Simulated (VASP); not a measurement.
Set up this calculation in VASP 6.6.1, as the native input.

| Quantity | Value |
| --- | --- |
| Task | relaxation of cell and atoms |
| Functional | PBE |
| Potentials or basis | VASP PAW PBE potentials, release 64 (Ba_sv, Te, H) |
| Cutoff | 600 eV |
| k mesh | 4 × 4 × 2 |
| Occupations | gaussian, width 0.1 eV |
| Spin | no spin polarisation |
| Dipole correction | no |
| Further INCAR settings | ALGO = Normal; EDIFF = 1e-06; IBRION = 2; EDIFFG = -0.04; NSW = 90; ISIF = 3 |

The structure of Ba2Te2H lies in POSCAR:

```
Ba2Te2H
1.0
    5.6632202900      0.0000000000      0.0000000000
    0.0000000000      5.6632202900      0.0000000000
    0.0000000000      0.0000000000      8.0090029300
Ba Te H
2 2 1
Direct
    0.5000000000      0.0000000000      0.7500000000
    0.0000000000      0.5000000000      0.2500000000
    0.0000000000      0.0000000000      0.5000000000
    0.5000000000      0.5000000000      0.0000000000
    0.0000000000      0.0000000000      0.0000000000
```

This cell differs from its parent crystal: atoms taken out.

The input as run:

INCAR

```
PREC = Accurate ; ENCUT = 600
EDIFF = 1E-6 ; ISMEAR = 0
SIGMA = 0.1 ; LREAL = False
LASPH = True ; NELM = 80
ALGO = Normal ; ISIF = 3
LWAVE = False ; LCHARG = False
GGA = PE ; IBRION = 2
NSW = 90 ; EDIFFG = -0.04
```

KPOINTS

```
regular mesh
0
Gamma
  4 4 2
```

Potentials or basis: VASP PAW PBE potentials, release 64 (Ba_sv, Te, H).

The run is started by

```bash
$ cat potpaw_PBE.64/Ba_sv/POTCAR potpaw_PBE.64/Te/POTCAR potpaw_PBE.64/H/POTCAR > POTCAR
$ mpirun -np 1 vasp_std > vasp.out
```

It gave:

```
Relaxed volume                        : 39.32 Å³/atom
Relaxed cell                          : a = 6.272 Å, b = 6.272 Å, c = 4.997 Å, α = 90.00°, β = 90.00°, γ = 90.00°
Space group after relaxing (to 0.1 Å) : P-4m2 (No. 115)
Energy gained by relaxing             : 262.6 meV/atom
Ionic steps                           : 34
Pressure after relaxing               : 0.0 GPa
Largest force after relaxing          : 0.003 eV/Å
Band gap on the k mesh                : zero (an odd number of electrons rules out a gap without spin polarisation)
```

Caveat: the k points lie up to 0.63 Å⁻¹ apart in the final cell, too coarse for converged energies and pressures of a metal; the cell differs from its parent crystal (atoms taken out); the volume moved by over 15 % at a fixed basis, so the end points are rough; spin-orbit coupling is left out, which moves the levels of the heavy elements.

Wall time 16 min on 1 thread of AMD EPYC 9R45 96-Core Processor (Zen 5) (shared host), peak memory 0.45 GiB.
